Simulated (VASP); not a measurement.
# Rb2BiSb2 (Immm) in VASP: single point with r2SCAN

Aim: the single point of Rb2BiSb2 with r2SCAN.

Everything below comes from runs of VASP 6.6.1. Logs are shortened: lines on timing, memory, paths and dates and some standing lists are left out, and cuts for length are marked.

## 1. The cell of the first run

It takes space group Immm (No. 71, orthorhombic). The conventional cell has a = 4.881 Å, b = 7.814 Å, c = 10.062 Å, α = 90.00°, β = 90.00°, γ = 90.00°. Within 4.5 Å of Bi (site symmetry mmm) lie 4 Sb at 3.38 Å and 8 Rb at 3.73 to 4.49 Å. Rb (site symmetry mm2) has 6 Sb at 3.65 to 3.66 Å and 4 Bi at 3.73 to 4.49 Å and 7 Rb at 4.43 to 4.88 Å within 4.9 Å. Sb (site symmetry m2m) has 1 Sb at 3.15 Å and 2 Bi at 3.38 Å and 6 Rb at 3.65 to 3.66 Å within 4.1 Å.

## 2. Single point, r2SCAN

Input file POSCAR:

```
Rb2BiSb2
1.0
   -2.4406270000      3.9068540000      5.0310690000
    4.8812550000      0.0000000000      0.0000000000
    2.4406270000      3.9068540000     -5.0310690000
Bi Rb Sb
1 2 2
Direct
    0.0000000000      0.0000000000      0.0000000000
    0.7202100000      0.2202100000      0.2797900000
    0.2797900000      0.7797900000      0.7202100000
    0.7016000000      0.5000000000      0.7016000000
    0.2984000000      0.5000000000      0.2984000000
```

Input file INCAR.step1:

```
PREC = Accurate
ENCUT = 520
ISMEAR = -1
SIGMA = 0.1
LREAL = False
LASPH = True
NELM = 60
NBANDS = 30
GGA = PE
ALGO = Normal
EDIFF = 1E-4
LWAVE = True
LCHARG = False
```

Input file INCAR.step2:

```
PREC = Accurate
ENCUT = 520
EDIFF = 1E-6
ISMEAR = -1
SIGMA = 0.1
LREAL = False
LASPH = True
NELM = 60
ALGO = Normal
ISIF = 2
LWAVE = False
LCHARG = False
METAGGA = R2SCAN
LMIXTAU = True
NBANDS = 30
ISTART = 1
```

Input file KPOINTS:

```
regular mesh
0
Gamma
  8 8 8
```

Potentials or basis: VASP PAW PBE potentials, release 64 (Bi_d, Rb_sv, Sb).

Launch:

```sh
> cat potpaw_PBE.64/Bi_d/POTCAR potpaw_PBE.64/Rb_sv/POTCAR potpaw_PBE.64/Sb/POTCAR > POTCAR
> cp INCAR.step1 INCAR
> mpirun -np 1 vasp_std > vasp.out
> cp INCAR.step2 INCAR
> mpirun -np 1 vasp_std > vasp.out
```

OUTCAR:

```text
PREC = Accurate
   ENCUT = 520
   EDIFF = 1E-6
   ISMEAR = -1
   LREAL = False
   LASPH = True
   NELM = 60
   ISIF = 2
   METAGGA = R2SCAN
   ISTART = 1

 ion  position               nearest neighbor table
   1  0.000  0.000  0.000-   5 3.38   4 3.38   4 3.38   5 3.38   2 3.73   3 3.73   3 3.73   2 3.73
                             2 4.49   3 4.49   2 4.49   3 4.49
   2  0.720  0.220  0.280-   4 3.65   5 3.65   4 3.65   5 3.65   5 3.66   4 3.66   1 3.73   1 3.73
                             3 4.43   1 4.49   1 4.49   3 4.65   3 4.65   3 4.65   3 4.65   3 5.63
   3  0.280  0.780  0.720-   5 3.65   4 3.65   4 3.65   5 3.65   5 3.66   4 3.66   1 3.73   1 3.73
                             2 4.43   1 4.49   1 4.49   2 4.65   2 4.65   2 4.65   2 4.65   2 5.63
   4  0.702  0.500  0.702-   5 3.15   1 3.38   1 3.38   2 3.65   3 3.65   2 3.65   3 3.65   3 3.66
                             2 3.66
   5  0.298  0.500  0.298-   4 3.15   1 3.38   1 3.38   3 3.65   2 3.65   2 3.65   3 3.65   3 3.66
                             2 3.66

  LATTYP: Found a body centered orthorhombic cell.
 ALAT       =     4.8812550000
 B/A-ratio  =     1.6007580018
 C/A-ratio  =     2.0613833942

  Lattice vectors:

 A1 = (  -2.4406270000,   3.9068540000,   5.0310690000)
 A2 = (   2.4406280000,  -3.9068540000,   5.0310690000)
 A3 = (   2.4406270000,   3.9068540000,  -5.0310690000)

Analysis of symmetry for initial positions (statically):
=====================================================================
 Subroutine PRICEL returns:
 Original cell was already a primitive cell.

 Routine SETGRP: Setting up the symmetry group for a
 body centered orthorhombic supercell.

 Subroutine GETGRP returns: Found  8 space group operations
 (whereof  8 operations were pure point group operations)
 out of a pool of  8 trial point group operations.

The static configuration has the point symmetry D_2h.

Analysis of symmetry for dynamics (positions and initial velocities):
=====================================================================
 Subroutine PRICEL returns:
 Original cell was already a primitive cell.

 Routine SETGRP: Setting up the symmetry group for a
 body centered orthorhombic supercell.

 Subroutine GETGRP returns: Found  8 space group operations
 (whereof  8 operations were pure point group operations)
 out of a pool of  8 trial point group operations.

The dynamic configuration has the point symmetry D_2h.

 Subroutine INISYM returns: Found  8 space group operations
 (whereof  8 operations are pure point group operations),
 and found     1 'primitive' translations

----------------------------------------------------------------------------------------

                                     Primitive cell

  volume of cell :     191.8885

  direct lattice vectors                    reciprocal lattice vectors
    -2.440627000  3.906854000  5.031069000     0.000000000  0.127980211  0.099382457
     4.881255000  0.000000000  0.000000000     0.204865347  0.000000000  0.099382437
     2.440627000  3.906854000 -5.031069000     0.000000000  0.127980211 -0.099382457

  length of vectors
     6.821423870  4.881255000  6.821423870     0.162036438  0.227698659  0.162036438

  position of ions in fractional coordinates (direct lattice)
     0.000000000  0.000000000  0.000000000
     0.720210000  0.220210000  0.279790000
     0.279790000  0.779790000  0.720210000
     0.701600000  0.500000000  0.701600000
     0.298400000  0.500000000  0.298400000

  ion indices of the primitive-cell ions
   primitive index   ion index
                 1           1
                 2           2
                 3           3
                 4           4
                 5           5

----------------------------------------------------------------------------------------

 KPOINTS: regular mesh

Automatic generation of k-mesh.
 Grid dimensions read from file:
 generate k-points for:    8    8    8

 Generating k-lattice:

  Cartesian coordinates                     Fractional coordinates (reciprocal lattice)
     0.000000000  0.015997526  0.012422807     0.125000000  0.000000000  0.000000000
     0.025608168  0.000000000  0.012422805     0.000000000  0.125000000 -0.000000000
     0.000000000  0.015997526 -0.012422807     0.000000000  0.000000000  0.125000000

  Length of vectors
     0.020254555  0.028462332  0.020254555

  Shift w.r.t. Gamma in fractional coordinates (k-lattice)
     0.000000000  0.000000000  0.000000000

 Subroutine IBZKPT returns following result:
 ===========================================

 Found     95 irreducible k-points:

 Following reciprocal coordinates:
            Coordinates               Weight
  0.000000  0.000000  0.000000      1.000000
  0.125000  0.000000  0.000000      4.000000
  0.250000  0.000000  0.000000      4.000000
  0.375000  0.000000  0.000000      4.000000
  0.500000  0.000000  0.000000      2.000000
  0.000000  0.125000  0.000000      4.000000
[... 16 lines left out ...]
  0.125000  0.375000  0.000000      8.000000
  0.250000  0.375000  0.000000      8.000000
 [... further k-points ...]
   k-points           NKPTS =     95   k-points in BZ     NKDIM =     95   number of bands    NBANDS=     30
   number of dos      NEDOS =    301   number of ions     NIONS =      5
   total plane-waves  NPLWV = 104976
   dimension x,y,z NGX =    54 NGY =   36 NGZ =   54
   dimension x,y,z NGXF=   108 NGYF=   72 NGZF=  108
   ions per type =               1   2   2
   NGX,Y,Z   is equivalent  to a cutoff of  13.16, 12.26, 13.16 a.u.
   NGXF,Y,Z  is equivalent  to a cutoff of  26.32, 24.52, 26.32 a.u.
 SYSTEM =  unknown system
   PREC   = accura    normal or accurate (medium, high low for compatibility)
   ISTART =      1    job   : 0-new  1-cont  2-samecut
   ICHARG =      0    charge: 1-file 2-atom 10-const
   ISPIN  =      1    spin polarized calculation?
   LNONCOLLINEAR =      F non collinear calculations
   LSORBIT =      F    spin-orbit coupling
   LASPH  =      T    aspherical Exc in radial PAW
   ENCUT  =  520.0 eV  38.22 Ry    6.18 a.u.  12.68  9.08 12.68*2*pi/ulx,y,z
   NELM   =     60;   NELMIN=  2; NELMDL=  0     # of ELM steps
   EDIFF  = 0.1E-05   stopping-criterion for ELM
   LREAL  =      F    real-space projection
[... 7 lines left out ...]
   TEBEG  =    0.0;   TEEND  =   0.0 temperature during run
   PSTRESS=    0.0 pullay stress
   NELECT =      43.0000    total number of electrons
   NUPDOWN=      -1.0000    fix difference up-down
   EMIN   =  10.00;   EMAX   =-10.00  energy-range for DOS
   EFERMI =   0.00;   METHOD = LEGACY
   ISMEAR =    -1;   SIGMA  =   0.10  broadening in eV -4-tet -1-fermi 0-gaus
   EFERMI_NEDOS =   21; number of points for ismear=-14 and -15
   IALGO  =     38    algorithm
   IMIX   =      4    mixing-type and parameters
     AMIX     =   0.40;   BMIX     =  1.00
     AMIX_MAG =   1.60;   BMIX_MAG =  1.00
  volume/ion in A,a.u.               =      38.38       258.99
  Fermi-wavevector in a.u.,A,eV,Ry     =   0.994370  1.879087 13.453055  0.988772
  Thomas-Fermi vector in A             =   2.126316
   LORBIT       =      0    0 simple, 1 ext, 2 COOP (PROOUT), +10 PAW based schemes
   METAGGA = R2SCAN    functional components
   LHFCALC =     F    Hartree Fock is set to
   AEXX    =    0.0000 exact exchange contribution
   IVDW    =     0    specifies the selected vdW correction
   LEPSILON=     F    determine dielectric tensor
   LRPA    =     F    only Hartree local field effects (RPA)
 non-spin polarized calculation
  energy-cutoff  :      520.00
  volume of cell :      191.89
 maximum number of plane-waves:      5195
 NGX is ok and might be reduce to    54
   NGX = 25   NGY = 19   NGZ = 25

 number of electron      43.0000000 magnetization

 Free energy of the ion-electron system (eV)
  ---------------------------------------------------
  ext. energy  EPLUGINS =         0.00000000
  ---------------------------------------------------
  free energy    TOTEN  =      -138.98962113 eV

  energy without entropy =     -138.88500954  energy(sigma->0) =     -138.93731534

 E-fermi :   2.9936     XC(G=0):  -8.8245

 val. band max:        2.9878838646   @ k =  -0.2500   0.0000   0.1250
 cond. band min:       3.0096023592   @ k =   0.1250   0.0000   0.0000
 fundamental gap:      0.0217184946
 Fermi energy:         2.9936467037

 k-point     1 :       0.0000    0.0000    0.0000
  band No.  band energies     occupation
      1     -24.7449      2.00000
      2     -24.7298      2.00000
      3     -20.1903      2.00000
      4     -20.1853      2.00000
      5     -20.0765      2.00000
      6     -20.0738      2.00000
[... 22 lines left out ...]
     29       9.3753      0.00000
     30       9.5345      0.00000

 k-point     2 :       0.1250    0.0000    0.0000
  band No.  band energies     occupation
      1     -24.7443      2.00000
      2     -24.7304      2.00000
      3     -20.1903      2.00000
      4     -20.1853      2.00000
      5     -20.0765      2.00000
      6     -20.0738      2.00000
[... 22 lines left out ...]
     29       9.2549      0.00000
     30       9.4709      0.00000

 k-point     3 :       0.2500    0.0000    0.0000
  band No.  band energies     occupation
      1     -24.7428      2.00000
      2     -24.7318      2.00000
      3     -20.1903      2.00000
      4     -20.1853      2.00000
      5     -20.0765      2.00000
      6     -20.0738      2.00000
[... 22 lines left out ...]
     29       8.8954      0.00000
     30       9.4164      0.00000

 k-point     4 :       0.3750    0.0000    0.0000
  band No.  band energies     occupation
      1     -24.7408      2.00000
      2     -24.7338      2.00000
      3     -20.1903      2.00000
      4     -20.1853      2.00000
      5     -20.0765      2.00000
      6     -20.0737      2.00000
[... 616 lines left out ...]
     29       8.8020      0.00000
     30       9.5553      0.00000

 k-point    23 :       0.1250    0.3750    0.0000
  band No.  band energies     occupation
      1     -24.7377      2.00000
      2     -24.7321      2.00000
      3     -20.1877      2.00000
      4     -20.1877      2.00000
      5     -20.0769      2.00000
      6     -20.0736      2.00000
[... 22 lines left out ...]
     29       8.6761      0.00000
     30       9.1360      0.00000

 k-point    24 :       0.2500    0.3750    0.0000
  band No.  band energies     occupation
      1     -24.7370      2.00000
      2     -24.7328      2.00000
      3     -20.1877      2.00000
      4     -20.1877      2.00000
      5     -20.0769      2.00000
      6     -20.0736      2.00000
[... 22 lines left out ...]
     29       8.7269      0.00000
     30       8.9553      0.00000

 [... further k-points ...]

------------------------ aborting loop because EDIFF is reached ----------------------------------------

  FORCE on cell =-STRESS in cart. coord.  units (eV):
  Direction    XX          YY          ZZ          XY          YZ          ZX
  --------------------------------------------------------------------------------------
  -------------------------------------------------------------------------------------
  Total       -0.3103088     -5.9228565      5.7547871     -0.0000000      0.0000000      0.0000006
  in kB       -2.5909302    -49.4530229     48.0497236     -0.0000000      0.0000000      0.0000048
  external PRESSURE =      -1.3314098 kB  Pullay stress =       0.0000000 kB

 VOLUME and BASIS-vectors are now :
 -----------------------------------------------------------------------------
  energy-cutoff  :      520.00
  volume of cell :      191.89
      direct lattice vectors                 reciprocal lattice vectors
    -2.440627000  3.906854000  5.031069000     0.000000000  0.127980211  0.099382457
     4.881255000  0.000000000  0.000000000     0.204865347  0.000000000  0.099382437
     2.440627000  3.906854000 -5.031069000     0.000000000  0.127980211 -0.099382457

 POSITION                                       TOTAL-FORCE (eV/Angst)
 -----------------------------------------------------------------------------------
      0.00000      0.00000      0.00000         0.000000      0.000000     -0.000000
      0.00000      3.90685      2.21578        -0.000000      0.000000     -0.141540
      4.88125      3.90685     -2.21578         0.000000      0.000000      0.141540
      2.44063      5.48210      0.00000         0.000000      0.013742      0.000000
      2.44063      2.33161      0.00000         0.000000     -0.013742      0.000000
 -----------------------------------------------------------------------------------
    total drift:                               -0.000000      0.000000      0.000000

  FREE ENERGIE OF THE ION-ELECTRON SYSTEM (eV)
  ---------------------------------------------------
  free  energy   TOTEN  =      -138.9896211271 eV

  energy  without entropy=     -138.8850095433  energy(sigma->0) =     -138.93731534
```

It took 17 min on 1 thread of Intel Xeon 6975P-C (Granite Rapids), shared host; peak memory 0.73 GiB.

What came out:

```
Free energy            : -138.9896 eV
Pressure               : -0.1 GPa
Largest force          : 0.142 eV/Å
Band gap on the k mesh : zero (an odd number of electrons rules out a gap without spin polarisation)
```

Forces on the atoms (eV/Å):
```
Bi   0.000  0.000  0.000
Rb   0.000  0.000 -0.142
Rb   0.000  0.000  0.142
Sb   0.000  0.014  0.000
Sb   0.000 -0.014  0.000
```

Stress tensor (GPa, compression positive):
```
-0.26  0.00  0.00
 0.00 -4.95  0.00
 0.00  0.00  4.80
```

Levels at points of the mesh, in eV from the Fermi level:
| k point | band 17 | band 18 | band 19 | band 20 | band 21 | band 22 | band 23 | band 24 | band 25 | band 26 |
| --- | --- | --- | --- | --- | --- | --- | --- | --- | --- | --- |
| (0.00, 0.00, 0.00) | -2.09 | -1.61 | -1.16 | -0.67 | -0.30 | -0.24 | 0.07 | 1.68 | 2.47 | 3.20 |
| (0.50, 0.00, 0.00) | -2.70 | -1.69 | -1.57 | -1.44 | -0.71 | 0.83 | 1.32 | 1.49 | 2.57 | 4.30 |
| (0.00, 0.50, 0.00) | -3.55 | -2.68 | -1.49 | -0.90 | -0.77 | -0.22 | 2.17 | 2.36 | 3.54 | 4.36 |
| (0.50, 0.50, 0.00) | -3.08 | -1.75 | -1.56 | -1.06 | -0.61 | -0.46 | -0.09 | 1.79 | 4.36 | 4.74 |
| (0.50, 0.00, 0.50) | -2.72 | -1.84 | -1.81 | -0.14 | -0.10 | 0.35 | 0.75 | 1.19 | 2.69 | 3.42 |

Caveat: the stress differs along the axes, from -5 to 5 GPa; the PAW data sets were made with another functional, which shifts forces and pressure a little; spin-orbit coupling is left out, which moves the levels of the heavy elements.

The gap in the log of VASP goes by the Fermi energy; the results here count the filled bands.